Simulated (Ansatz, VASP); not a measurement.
## Ti in VASP and in Ansatz

The input INCAR:

```
PREC = Accurate
ENCUT = 520
EDIFF = 1E-6
ISMEAR = 0
SIGMA = 0.05
LREAL = F
LASPH = T
NELM = 60
ALGO = Normal
ISIF = 2
LWAVE = F
LCHARG = T
GGA = PE
LELF = T
LVHAR = T
NBANDS = 19
```

KPOINTS

```
Automatic mesh
0
Gamma
  14 14 8
```

The input POSCAR:

```
Ti
1.0
    2.9499978604      0.0000000000      0.0000000000
   -1.4749989302      2.5547730882      0.0000000000
    0.0000000000      0.0000000000      4.6860000000
Ti
2
Direct
    0.3333333333      0.6666666667      0.2500000000
    0.6666666667      0.3333333333      0.7500000000
```

Input for Ansatz:

```yaml
crystal:
  lattice:
    - [2.9499978604, 0.0, 0.0]
    - [-1.4749989302, 2.5547730882, 0.0]
    - [0.0, 0.0, 4.686]
  atoms:
    - { symbol: Ti, position: [0.3333333333, 0.6666666667, 0.25] }
    - { symbol: Ti, position: [0.6666666667, 0.3333333333, 0.75] }
kpoints:
  mp_grid: { grid: [14, 14, 8] }
scf:
  occupations: { method: gaussian, width: 0.05 }
hamiltonian:
  xc: pbe
  pseudopotentials: { kind: all_electron, lapw: { basis_error: 0.00025 } }
output:
  forces: true
  stress: true
  eigenvalues: true
```

Alike in both runs: task single point; functional PBE; k mesh 14 × 14 × 8; occupations gaussian, width 0.05 eV; no spin polarisation.

```csv
,VASP,Ansatz
version,VASP 6.6.1,Ansatz 0.2.0
potentials or method,"VASP PAW PBE potentials, release 64 (Ti_sv), cutoff 520 eV","all-electron LAPW, scalar-relativistic"
```

```tsv
	VASP	Ansatz	Ansatz less VASP
pressure (GPa)	-1.9	-1.7	+0.21
traceless stress, the component that is largest in VASP (GPa)	-0.36	-0.36	0.000
```

Ansatz ran all-electron here, and VASP with PAW potentials.
